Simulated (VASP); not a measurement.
Input of a VASP 6.6.1 run:

Contents of INCAR:

```
SYSTEM = C
ALGO     = Normal         ! electronic algorithm
DIPOL    = 0.5 0.5 0.360
EDIFF    = 1E-6           ! SCF threshold, eV
ENCUT    = 520            ! plane-wave cutoff, eV
GGA      = PE             ! functional
IDIPOL   = 3            
ISIF     = 2              ! what is computed and relaxed
ISMEAR   = 0              ! smearing method
IVDW     = 12             ! dispersion correction
LASPH    = .TRUE.         ! aspherical terms in the spheres
LCHARG   = .FALSE.        ! write CHGCAR
LDIPOL   = .TRUE.       
LREAL    = .FALSE.        ! projectors in reciprocal space
LWAVE    = .FALSE.        ! write WAVECAR
NBANDS   = 16             ! bands
NELM     = 80             ! most SCF steps
PREC     = Accurate       ! precision mode
SIGMA    = 0.1            ! smearing width, eV
```

File KPOINTS:

```
k-points
0
G
  15 15 1
  0 0 0
```

POSCAR

```
C
1.0
    2.4656524409      0.0000000000      0.0000000000
   -1.2328262205      2.1353176508      0.0000000000
    0.0000000000      0.0000000000     17.5000663883
C
4
Direct
    0.6666666667      0.3333333333      0.2571437784
    0.3333333333      0.6666666667      0.2571418816
    0.8333333333      0.6666666667      0.4634306070
    1.1666666667      0.3333333333      0.4634287102
```

Potentials or basis: VASP PAW PBE potentials, release 64 (C).

The run is started by

```bash
$ cat potpaw_PBE.64/C/POTCAR > POTCAR
$ mpirun -np 1 vasp_std > vasp.out
```

(1) Predict the dispersion energy per atom.

(2) Estimate the largest force.

## Answers

(1) -0.114 eV.

(2) 0.020 eV/Å.
